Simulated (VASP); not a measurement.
Ag, 1 atom in the cell. It takes space group Im-3m (No. 229, cubic). Conventional cell: a = 3.311 Å, b = 3.311 Å, c = 3.311 Å, α = 90.00°, β = 90.00°, γ = 90.00°. Ag (site symmetry m-3m) has 14 Ag at 2.87 to 3.31 Å within 3.8 Å. 

```yaml
Program: VASP 6.6.1
Task: single point
Functional: PBEsol
Potentials_or_basis: VASP PAW PBE potentials, release 64 (Ag)
Cutoff: 520 eV
k_mesh: 14 × 14 × 14
Occupations: methfessel-paxton, width 0.15 eV
Spin: no spin polarisation
Dipole_correction: no
Further_INCAR_settings: ALGO = Normal; EDIFF = 1e-06; NBANDS = 12
```

Potentials or basis: VASP PAW PBE potentials, release 64 (Ag).

Run with:

```console
$ cat potpaw_PBE.64/Ag/POTCAR > POTCAR
$ mpirun -np 1 vasp_std > vasp.out
```

Hardware: 1 thread of Intel(R) Xeon(R) Platinum 8488C (Sapphire Rapids), on a shared host.

Estimate the wall time of this run.

Run time: 11 s on 1 thread of Intel(R) Xeon(R) Platinum 8488C (Sapphire Rapids) (shared host), peak memory 0.15 GiB. Counts: scf iterations 11, k points 104.
